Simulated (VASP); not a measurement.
# ZnS (F-43m) in VASP: settings compared, part 2 of 2

VASP 6.6.1. Earlier steps stand in the parts before.

**4. Single point, LDA**

INCAR

```
  PREC = Accurate
  ENCUT = 520
  EDIFF = 1E-6
  ISMEAR = -1
  SIGMA = 0.05
  LREAL = False
  LASPH = True
  NELM = 100
  ALGO = Normal
  ISIF = 2
  LWAVE = False
  LCHARG = False
  NBANDS = 16
```

KPOINTS

```
regular mesh
0
Gamma
  9 9 9
```

POSCAR

```
ZnS
1.0
    0.0000000000      2.6654820099      2.6654820099
    2.6654820099      0.0000000000      2.6654820099
    2.6654820099      2.6654820099      0.0000000000
Zn S
1 1
Direct
    0.7500000000      0.7500000000      0.7500000000
    0.0000000000      0.0000000000      0.0000000000
```

Potentials or basis: VASP PAW LDA potentials, release 64 (Zn, S).

Launch:

```sh
cat potpaw_LDA.64/Zn/POTCAR potpaw_LDA.64/S/POTCAR > POTCAR
mpirun -np 1 vasp_std > vasp.out
```

OUTCAR:

```text
PREC = Accurate
   ENCUT = 520
   EDIFF = 1E-6
   ISMEAR = -1
   LREAL = False
   LASPH = True
   NELM = 100
   ISIF = 2

 ion  position               nearest neighbor table
   1  0.750  0.750  0.750-   2 2.31   2 2.31   2 2.31   2 2.31
   2  0.000  0.000  0.000-   1 2.31   1 2.31   1 2.31   1 2.31

  LATTYP: Found a face centered cubic cell.
 ALAT       =     5.3309640198

  Lattice vectors:

 A1 = (   0.0000000000,   2.6654820099,   2.6654820099)
 A2 = (   2.6654820099,   0.0000000000,   2.6654820099)
 A3 = (   2.6654820099,   2.6654820099,   0.0000000000)

Analysis of symmetry for initial positions (statically):
=====================================================================
 Subroutine PRICEL returns:
 Original cell was already a primitive cell.

 Routine SETGRP: Setting up the symmetry group for a
 face centered cubic supercell.

 Subroutine GETGRP returns: Found 24 space group operations
 (whereof 24 operations were pure point group operations)
 out of a pool of 48 trial point group operations.

The static configuration has the point symmetry T_d .

Analysis of symmetry for dynamics (positions and initial velocities):
=====================================================================
 Subroutine PRICEL returns:
 Original cell was already a primitive cell.

 Routine SETGRP: Setting up the symmetry group for a
 face centered cubic supercell.

 Subroutine GETGRP returns: Found 24 space group operations
 (whereof 24 operations were pure point group operations)
 out of a pool of 48 trial point group operations.

The dynamic configuration has the point symmetry T_d .

 Subroutine INISYM returns: Found 24 space group operations
 (whereof 24 operations are pure point group operations),
 and found     1 'primitive' translations

----------------------------------------------------------------------------------------

                                     Primitive cell

  volume of cell :      37.8754

  direct lattice vectors                    reciprocal lattice vectors
     0.000000000  2.665482010  2.665482010    -0.187583333  0.187583333  0.187583333
     2.665482010  0.000000000  2.665482010     0.187583333 -0.187583333  0.187583333
     2.665482010  2.665482010  0.000000000     0.187583333  0.187583333 -0.187583333

  length of vectors
     3.769560809  3.769560809  3.769560809     0.324903864  0.324903864  0.324903864

  position of ions in fractional coordinates (direct lattice)
     0.750000000  0.750000000  0.750000000
     0.000000000  0.000000000  0.000000000

  ion indices of the primitive-cell ions
   primitive index   ion index
                 1           1
                 2           2

----------------------------------------------------------------------------------------

 KPOINTS: regular mesh

Automatic generation of k-mesh.
 Grid dimensions read from file:
 generate k-points for:    9    9    9

 Generating k-lattice:

  Cartesian coordinates                     Fractional coordinates (reciprocal lattice)
    -0.020842593  0.020842593  0.020842593     0.111111111  0.000000000  0.000000000
     0.020842593 -0.020842593  0.020842593     0.000000000  0.111111111  0.000000000
     0.020842593  0.020842593 -0.020842593     0.000000000  0.000000000  0.111111111

  Length of vectors
     0.036100429  0.036100429  0.036100429

  Shift w.r.t. Gamma in fractional coordinates (k-lattice)
     0.000000000  0.000000000  0.000000000

 Subroutine IBZKPT returns following result:
 ===========================================

 Found     35 irreducible k-points:

 Following reciprocal coordinates:
            Coordinates               Weight
  0.000000  0.000000  0.000000      1.000000
  0.111111  0.000000  0.000000      8.000000
  0.222222  0.000000  0.000000      8.000000
  0.333333  0.000000  0.000000      8.000000
  0.444444  0.000000  0.000000      8.000000
  0.111111  0.111111  0.000000      6.000000
[... 16 lines left out ...]
 -0.333333  0.333333  0.000000     12.000000
  0.444444  0.444444  0.000000      6.000000
 [... further k-points ...]
   k-points           NKPTS =     35   k-points in BZ     NKDIM =     35   number of bands    NBANDS=     16
   number of dos      NEDOS =    301   number of ions     NIONS =      2
   total plane-waves  NPLWV =  21952
   dimension x,y,z NGX =    28 NGY =   28 NGZ =   28
   dimension x,y,z NGXF=    56 NGYF=   56 NGZF=   56
   ions per type =               1   1
   NGX,Y,Z   is equivalent  to a cutoff of  12.35, 12.35, 12.35 a.u.
   NGXF,Y,Z  is equivalent  to a cutoff of  24.70, 24.70, 24.70 a.u.
 SYSTEM =  unknown system
   PREC   = accura    normal or accurate (medium, high low for compatibility)
   ISTART =      0    job   : 0-new  1-cont  2-samecut
   ICHARG =      2    charge: 1-file 2-atom 10-const
   ISPIN  =      1    spin polarized calculation?
   LNONCOLLINEAR =      F non collinear calculations
   LSORBIT =      F    spin-orbit coupling
   LASPH  =      T    aspherical Exc in radial PAW
   ENCUT  =  520.0 eV  38.22 Ry    6.18 a.u.   7.01  7.01  7.01*2*pi/ulx,y,z
   NELM   =    100;   NELMIN=  2; NELMDL= -5     # of ELM steps
   EDIFF  = 0.1E-05   stopping-criterion for ELM
   LREAL  =      F    real-space projection
   EDIFFG = 0.1E-04   stopping-criterion for IOM
   NSW    =      0    number of steps for IOM
   IBRION =     -1    ionic relax: 0-MD 1-quasi-New 2-CG
   NFREE  =      0    steps in history (QN), initial steepest desc. (CG)
   ISIF   =      2    stress and relaxation
   ISYM   =      2    0-nonsym 1-usesym 2-fastsym
   POTIM  = 0.5000    time-step for ionic-motion
   TEBEG  =    0.0;   TEEND  =   0.0 temperature during run
   PSTRESS=    0.0 pullay stress
   NELECT =      18.0000    total number of electrons
   NUPDOWN=      -1.0000    fix difference up-down
   EMIN   =  10.00;   EMAX   =-10.00  energy-range for DOS
   EFERMI =   0.00;   METHOD = LEGACY
   ISMEAR =    -1;   SIGMA  =   0.05  broadening in eV -4-tet -1-fermi 0-gaus
   EFERMI_NEDOS =   21; number of points for ismear=-14 and -15
   IALGO  =     38    algorithm
   IMIX   =      4    mixing-type and parameters
     AMIX     =   0.40;   BMIX     =  1.00
     AMIX_MAG =   1.60;   BMIX_MAG =  1.00
  volume/ion in A,a.u.               =      18.94       127.80
  Fermi-wavevector in a.u.,A,eV,Ry     =   1.277556  2.414231 22.206736  1.632149
  Thomas-Fermi vector in A             =   2.410149
   LORBIT       =      0    0 simple, 1 ext, 2 COOP (PROOUT), +10 PAW based schemes
   GGA     = CA    functional components
   LHFCALC =     F    Hartree Fock is set to
   AEXX    =    0.0000 exact exchange contribution
   IVDW    =     0    specifies the selected vdW correction
   LEPSILON=     F    determine dielectric tensor
   LRPA    =     F    only Hartree local field effects (RPA)
 non-spin polarized calculation
  energy-cutoff  :      520.00
  volume of cell :       37.88
 maximum number of plane-waves:      1032
   NGX = 13   NGY = 13   NGZ = 13

 number of electron      18.0000019 magnetization

 Free energy of the ion-electron system (eV)
  ---------------------------------------------------
  ext. energy  EPLUGINS =         0.00000000
  ---------------------------------------------------
  free energy    TOTEN  =        -8.20538011 eV

  energy without entropy =       -8.20538011  energy(sigma->0) =       -8.20538011

 E-fermi :   3.3201     XC(G=0): -10.2268

 val. band max:        2.3200327508   @ k =   0.0000   0.0000   0.0000
 cond. band min:       4.3921187457   @ k =   0.0000   0.0000   0.0000
 fundamental gap:      2.0720859950
 Fermi energy:         3.3200780047

 k-point     1 :       0.0000    0.0000    0.0000
  band No.  band energies     occupation
      1     -11.0825      2.00000
      2      -4.3486      2.00000
      3      -4.3486      2.00000
      4      -4.3486      2.00000
      5      -3.8191      2.00000
      6      -3.8191      2.00000
[... 8 lines left out ...]
     15      14.1237      0.00000
     16      14.1237      0.00000

 k-point     2 :       0.1111    0.0000    0.0000
  band No.  band energies     occupation
      1     -10.9807      2.00000
      2      -4.3509      2.00000
      3      -4.3306      2.00000
      4      -4.3306      2.00000
      5      -3.8208      2.00000
      6      -3.8208      2.00000
[... 8 lines left out ...]
     15      13.5534      0.00000
     16      14.7669      0.00000
[... 387 lines left out ...]
      5      -3.8035      2.00000
      6      -3.5105      2.00000
[... 8 lines left out ...]
     15      13.9979      0.00000
     16      18.9447      0.00000

 k-point    24 :       0.4444    0.4444    0.0000
  band No.  band energies     occupation
      1      -9.7557      2.00000
      2      -4.4068      2.00000
      3      -3.9966      2.00000
      4      -3.9966      2.00000
      5      -3.7382      2.00000
      6      -3.6491      2.00000
[... 8 lines left out ...]
     15      16.0393      0.00000
     16      17.4587      0.00000

 [... further k-points ...]
[... 5 lines left out ...]
  --------------------------------------------------------------------------------------
  -------------------------------------------------------------------------------------
  Total       -0.3260565     -0.3260565     -0.3260565      0.0000000      0.0000000     -0.0000000
  in kB      -13.7926026    -13.7926026    -13.7926026      0.0000000      0.0000000     -0.0000000
  external PRESSURE =     -13.7926026 kB  Pullay stress =       0.0000000 kB

 VOLUME and BASIS-vectors are now :
 -----------------------------------------------------------------------------
  energy-cutoff  :      520.00
  volume of cell :       37.88
      direct lattice vectors                 reciprocal lattice vectors
     0.000000000  2.665482010  2.665482010    -0.187583333  0.187583333  0.187583333
     2.665482010  0.000000000  2.665482010     0.187583333 -0.187583333  0.187583333
     2.665482010  2.665482010  0.000000000     0.187583333  0.187583333 -0.187583333

 POSITION                                       TOTAL-FORCE (eV/Angst)
 -----------------------------------------------------------------------------------
      3.99822      3.99822      3.99822        -0.000000     -0.000000     -0.000000
      0.00000      0.00000      0.00000         0.000000      0.000000      0.000000
 -----------------------------------------------------------------------------------
    total drift:                                0.000001      0.000001      0.000001

  FREE ENERGIE OF THE ION-ELECTRON SYSTEM (eV)
  ---------------------------------------------------
  free  energy   TOTEN  =        -8.2053801071 eV

  energy  without entropy=       -8.2053801070  energy(sigma->0) =       -8.20538011
```

OSZICAR:

```text
N       E                     dE             d eps       ncg     rms          rms(c)
DAV:   1     0.820274847487E+02    0.82027E+02   -0.86010E+03  1120   0.136E+03
DAV:   2    -0.324961889385E+01   -0.85277E+02   -0.78055E+02  1264   0.257E+02
DAV:   3    -0.858598468087E+01   -0.53364E+01   -0.53097E+01  1424   0.607E+01
DAV:   4    -0.863844784010E+01   -0.52463E-01   -0.52447E-01  1328   0.633E+00
DAV:   5    -0.863900282075E+01   -0.55498E-03   -0.55497E-03  1408   0.627E-01    0.738E+00
DAV:   6    -0.824117790737E+01    0.39782E+00   -0.74415E-01  1664   0.313E+01    0.570E+00
DAV:   7    -0.821207757727E+01    0.29100E-01   -0.23004E-01  1440   0.488E+00    0.271E+00
DAV:   8    -0.820589520992E+01    0.61824E-02   -0.52554E-03  1576   0.119E+00    0.598E-01
DAV:   9    -0.820536848388E+01    0.52673E-03   -0.11200E-03  1376   0.249E-01    0.819E-02
DAV:  10    -0.820538385861E+01   -0.15375E-04   -0.87987E-05  1392   0.828E-02    0.195E-02
DAV:  11    -0.820537998986E+01    0.38688E-05   -0.10632E-05  1728   0.642E-02    0.390E-03
DAV:  12    -0.820538010705E+01   -0.11719E-06   -0.12027E-06   880   0.894E-03
   1 F= -.82053801E+01 E0= -.82053801E+01  d E =-.300930E-10
```

It took 17 s on 1 thread of Intel Xeon 6975P-C, shared host; peak memory 0.15 GiB.

What came out:

```yaml
Free_energy: -8.2054 eV
Pressure: -1.4 GPa
Band_gap_on_the_k_mesh: 2.07 eV, direct
```

Levels at points of the mesh, in eV from the valence-band top:
| k point | band 7 | band 8 | band 9 | band 10 | band 11 | band 12 |
| --- | --- | --- | --- | --- | --- | --- |
| (0.00, 0.00, 0.00) | 0.00 | 0.00 | 0.00 | 2.07 | 6.23 | 6.23 |

**5. Single point, LDA**

This run uses another cell than the first one, of 19.33 Å³/atom, 1.021 times its volume.

Changes to INCAR since step 4:

```diff
@@ -11,3 +11,6 @@
   LWAVE = False
-  LCHARG = False
+  LCHARG = True
+  GGA = CA
+  LELF = True
+  LVHAR = True
   NBANDS = 16
```

KPOINTS

```
Automatic mesh
0
Gamma
  9 9 9
```

POSCAR

```
ZnS
1.0
    0.0000000000      2.6838652254      2.6838652254
    2.6838652254      0.0000000000      2.6838652254
    2.6838652254      2.6838652254      0.0000000000
Zn S
1 1
Direct
    0.7500000000      0.7500000000      0.7500000000
    0.0000000000      0.0000000000      0.0000000000
```

Launch:

```sh
cat potpaw_LDA.64/Zn/POTCAR potpaw_LDA.64/S/POTCAR > POTCAR
mpirun -np 1 vasp_std > vasp.out
```

It took 20 s on 1 thread of Intel Xeon 6975P-C, shared host; peak memory 0.15 GiB.

The run converged. Its results:

```yaml
Free_energy: -8.1949 eV
Pressure: -2.9 GPa
Band_gap_on_the_k_mesh: 1.98 eV, direct
```

Levels at points of the mesh, in eV from the valence-band top:
| k point | band 6 | band 7 | band 8 | band 9 | band 10 | band 11 | band 12 | band 13 |
| --- | --- | --- | --- | --- | --- | --- | --- | --- |
| (0.00, 0.00, 0.00) | -6.07 | 0.00 | 0.00 | 0.00 | 1.98 | 6.24 | 6.24 | 6.24 |

**6. Summary**

```tsv
level	potentials or basis	cell	gap on the mesh (eV)	pressure (GPa)
BLYP+D3(BJ)	VASP PAW PBE potentials, release 64 (Zn, S)	a = 3.770 Å, angles 60.0°, 2 atoms	2.32	2.5
BLYP+D3(BJ)	VASP PAW PBE potentials, release 64 (Zn, S)	a = 3.796 Å, angles 60.0°, 2 atoms	2.22	0.8
LDA	VASP PAW LDA potentials, release 64 (Zn, S)	a = 3.770 Å, angles 60.0°, 2 atoms	2.07	-1.4
LDA	VASP PAW LDA potentials, release 64 (Zn, S)	a = 3.796 Å, angles 60.0°, 2 atoms	1.98	-2.9
```

Alike in all rows: task single point; no spin polarisation; k mesh 9 × 9 × 9; cutoff (eV) 520; smearing fermi-dirac 0.05 eV.

Caveats: the PAW data sets were made with another functional, which shifts forces and pressure a little (some runs).

Total energies depend on the potentials used, so only differences within one code and one set of settings carry meaning.

**7. How close it comes**

Step 2. Measured gap of ZnS: 3.85 eV (direct; 19 K; quoted in “Electronic, vibrational, and thermodynamic properties of ZnS (zincblende and rocksalt structure)”, 2009, arxiv:0911.5022). This calculation gives 2.32 eV (-1.53 eV). The value is that of BLYP+D3(BJ), without temperature or zero-point motion. Semilocal functionals fall short of measured gaps as a rule.

Step 3. A measured gap of ZnS is 3.85 eV (direct; 19 K; quoted in “Electronic, vibrational, and thermodynamic properties of ZnS (zincblende and rocksalt structure)”, 2009, arxiv:0911.5022); the calculated 2.22 eV misses it by -1.63 eV. The value is that of BLYP+D3(BJ), without temperature or zero-point motion. Semilocal functionals fall short of measured gaps as a rule.

Step 4. Against the measured gap of ZnS, 3.85 eV (direct; 19 K; quoted in “Electronic, vibrational, and thermodynamic properties of ZnS (zincblende and rocksalt structure)”, 2009, arxiv:0911.5022), the calculated 2.07 eV is off by -1.78 eV. The value is that of LDA, without temperature or zero-point motion. Semilocal functionals fall short of measured gaps as a rule.

Step 5. Against the measured gap of ZnS, 3.85 eV (direct; 19 K; quoted in “Electronic, vibrational, and thermodynamic properties of ZnS (zincblende and rocksalt structure)”, 2009, arxiv:0911.5022), the calculated 1.98 eV is off by -1.87 eV. The value is that of LDA, without temperature or zero-point motion. Semilocal functionals fall short of measured gaps as a rule.
